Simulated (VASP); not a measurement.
Here is a VASP 6.6.1 calculation.

Contents of INCAR:

```
PREC = Accurate ; ENCUT = 520
EDIFF = 1E-6 ; ISMEAR = 0
SIGMA = 0.15 ; LREAL = False
LASPH = True ; NELM = 100
ALGO = Normal ; ISIF = 2
LWAVE = False ; LCHARG = False
GGA = PS ; NBANDS = 12
```

KPOINTS

```
regular mesh
0
Gamma
  24 24 24
```

The input POSCAR:

```
Cu
1.0
    0.0000000000      1.6810466834      1.6810466834
    1.6810466834      0.0000000000      1.6810466834
    1.6810466834      1.6810466834      0.0000000000
Cu
1
Direct
    0.0000000000      0.0000000000      0.0000000000
```

Potentials or basis: VASP PAW PBE potentials, release 64 (Cu).

The run is started by

```sh
$ cat potpaw_PBE.64/Cu/POTCAR > POTCAR
$ mpirun -np 1 vasp_std > vasp.out
```

Q: Predict the band gap on the k mesh.

A: Zero (an odd number of electrons rules out a gap without spin polarisation).

Q: Estimate the pressure.

A: 46.1 GPa.

Caveat: the cell stands under pressure; the PAW data sets were made with another functional, which shifts forces and pressure a little.
